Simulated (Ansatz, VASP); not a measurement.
Two plane-wave programs on AgCl

```xyz
2
Lattice="0.0000 2.7732 2.7732 2.7732 0.0000 2.7732 2.7732 2.7732 0.0000" Properties=species:S:1:pos:R:3 pbc="T T T"
Ag    0.0000    0.0000    0.0000
Cl    2.7732    2.7732    2.7732
```

Alike in both runs: task single point; functional PBE-based global hybrid with a share of 0.75 of exact exchange; k mesh 4 × 4 × 4; no spin polarisation.

```csv
,VASP,Ansatz
version,VASP 6.6.1,Ansatz 0.2.0
potentials or method,"VASP PAW PBE potentials, release 64 (Ag_sv_GW, Cl)",plane waves
plane-wave cutoff (eV),470,420
occupations,"gaussian, width 0.01 eV",fixed
valence electrons in the cell,26,26
```

```csv
,VASP,Ansatz,Ansatz less VASP
gap on the k mesh at the Fermi level (eV),7.93,7.86,-0.071
```

VASP's potentials were made for PBE, not for PBE-based global hybrid. Ansatz's warnings: stress exchange threshold loose, stress scf threshold loose.

The k mesh is coarse, so the values compare programs but aren't converged.
